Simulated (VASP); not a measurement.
CsCr3:

```
CELL_PARAMETERS angstrom
4.28724 0.00000 0.00000
0.00000 4.28724 0.00000
0.00000 0.00000 4.28724
ATOMIC_POSITIONS crystal
Cs 0.00000 0.00000 0.00000
Cr 0.00000 0.50000 0.50000
Cr 0.50000 0.00000 0.50000
Cr 0.50000 0.50000 0.00000
```

```yaml
Program: VASP 6.6.1
Task: relaxation of cell and atoms
Functional: PBE
Potentials_or_basis: VASP PAW PBE potentials, release 64 (Cs_sv, Cr_pv)
Cutoff: 600 eV
k_mesh: 4 × 4 × 4
Occupations: gaussian, width 0.1 eV
Spin: collinear spin, ferromagnetic start
Starting_moments: "[0.23, 4.02, 4.02, 4.02] μB"
```

At the start: pressure 10.2 GPa; volume 19.70 Å³/atom.

**Question.** Where does the relaxation end?

**Answer.** Over 5 steps the energy falls by 242.7 meV/atom and the volume is 27.67 Å³/atom (+40.4 %); space group Pm-3m (No. 221, to 0.1 Å) before and after; moment 14.43 μB per cell.

Step by step:
```
step  energy change (eV)  largest force (eV/Å)  pressure (GPa)  volume (Å³)
   1              0.0000                0.0000           10.24        78.80
   2             -0.7703                0.0000            4.64        94.05
   3             -0.9298                0.0000            1.77       102.34
   4             -0.9154                0.0000           -1.66       120.38
   5             -0.9708                0.0000           -0.13       110.67
```

Final structure:
```
Cs Cr
1.0
     4.80107    0.00000    0.00000
     0.00000    4.80107    0.00000
     0.00000    0.00000    4.80107
Cs Cr
1 3
Cartesian
  0.0000 0.0000 0.0000
  0.0000 2.4005 2.4005
  2.4005 0.0000 2.4005
  2.4005 2.4005 0.0000
```

Caveat: the k points lie up to 0.33 Å⁻¹ apart in the final cell; the volume moved by over 15 % at a fixed basis, so the end points are rough.
